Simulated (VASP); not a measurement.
Write the native input for VASP 6.6.1 that does the following.

```
Task                   : single point
Functional             : PBE
Potentials or basis    : VASP PAW PBE potentials, release 64 (Al)
Cutoff                 : 520 eV
k mesh                 : 8 × 6 × 4
Occupations            : gaussian, width 0.1 eV
Spin                   : no spin polarisation
Dipole correction      : no
Further INCAR settings : ALGO = Fast; EDIFF = 1e-07; NBANDS = 12
```

The structure of Al lies in POSCAR:

```
Al
1.0
    2.7989104300      0.0000000000      0.0000000000
   -1.2408753100      2.5928854600      0.0000000000
   -0.8077793600     -1.1777888200      6.8448914800
Al
3
Direct
    0.5860701200      0.7414223000      0.3352578000
    0.4139298800      0.2585777000      0.6647422000
    0.0000000000      0.0000000000      0.0000000000
```

These files were run (other wordings do the same):

INCAR

```
  PREC = Accurate
  ENCUT = 520
  EDIFF = 1E-7
  ISMEAR = 0
  SIGMA = 0.1
  LREAL = F
  LASPH = T
  NELM = 60
  ALGO = Fast
  ISIF = 2
  LWAVE = F
  LCHARG = F
  GGA = PE
  NBANDS = 12
```

KPOINTS

```
Automatic mesh
0
Gamma
  8 6 4
```

Potentials or basis: VASP PAW PBE potentials, release 64 (Al).

Launch:

```bash
$ cat potpaw_PBE.64/Al/POTCAR > POTCAR
$ mpirun -np 1 vasp_std > vasp.out
```

It gave:

| Quantity | Value |
| --- | --- |
| Pressure | 1.2 GPa |
| Largest force | 0.212 eV/Å |
| Band gap on the k mesh | zero (an odd number of electrons rules out a gap without spin polarisation) |

Caveat: the k points lie up to 0.39 Å⁻¹ apart, too coarse for converged energies and pressures of a metal.

Wall time 75 s on 1 thread of Intel(R) Xeon(R) Platinum 8259CL CPU @ 2.50GHz (Skylake/Cascade Lake) (shared host), peak memory 0.19 GiB.
